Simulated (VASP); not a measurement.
The system is AlAs5.

```xyz
6
Lattice="5.9341 0.0000 0.0000 -2.9671 5.1391 0.0000 0.0000 0.0000 5.3360" Properties=species:S:1:pos:R:3 pbc="T T T"
Al    0.0000    0.0000    2.6680
As   -0.9926    1.7192    0.0000
As    1.9745    3.4199    0.0000
As    1.9852    0.0000    0.0000
As    2.9671    1.7130    2.6680
As    0.0000    3.4261    2.6680
```

The cell was built from a structure type or drawn by symmetry, and may not be a known phase.

```yaml
Program: VASP 6.6.1
Task: relaxation of cell and atoms
Functional: PBE
Potentials_or_basis: VASP PAW PBE potentials, release 64 (Al, As)
Cutoff: 600 eV
k_mesh: 3 × 3 × 4
Occupations: gaussian, width 0.1 eV
Spin: no spin polarisation
```

At the start: pressure -12.9 GPa; volume 27.12 Å³/atom.

**Question.** How do energy, volume and symmetry change on relaxing?

**Answer.** Over 16 steps the energy falls by 538.8 meV/atom and the volume is 19.62 Å³/atom (-27.7 %); space group P-62m (No. 189, to 0.1 Å) before and after.

The path:
```csv
step,energy change (eV),largest force (eV/Å),pressure (GPa),volume (Å³)
1,0.0000,0.2588,-12.88,162.73
2,-2.7939,0.5000,-2.49,116.58
3,-2.8270,0.4897,-0.16,112.83
4,-2.8266,0.4873,0.43,111.95
5,-2.8779,0.5916,0.62,111.64
6,-2.9997,0.4775,1.83,110.64
7,-3.0052,0.9931,7.27,108.36
8,-3.0433,0.4109,2.73,110.11
9,-3.0965,0.0576,4.18,109.26
10,-3.1261,0.0223,3.85,110.16
11,-3.1723,0.4755,3.37,112.84
12,-3.2030,0.3148,2.18,114.34
13,-3.2265,0.0272,-0.46,117.99
14,-3.2273,0.0227,-0.06,117.42
15,-3.2293,0.0260,-0.08,117.49
16,-3.2326,0.0298,-0.14,117.71
```

Final structure:
```
Al As
1.0
     5.09918    0.00000    0.00000
    -2.54959    4.41602    0.00000
     0.00000    0.00000    5.22750
Al As
1 5
Direct
  0.00000 0.00000 0.50000
  0.00000 0.29023 0.00000
  0.70977 0.70977 0.00000
  0.29023 0.00000 0.00000
  0.66667 0.33333 0.50000
  0.33333 0.66667 0.50000
```

Caveat: the k points lie up to 0.47 Å⁻¹ apart in the final cell; the volume moved by over 15 % at a fixed basis, so the end points are rough; the highest band is partly filled, so the run has too few bands.
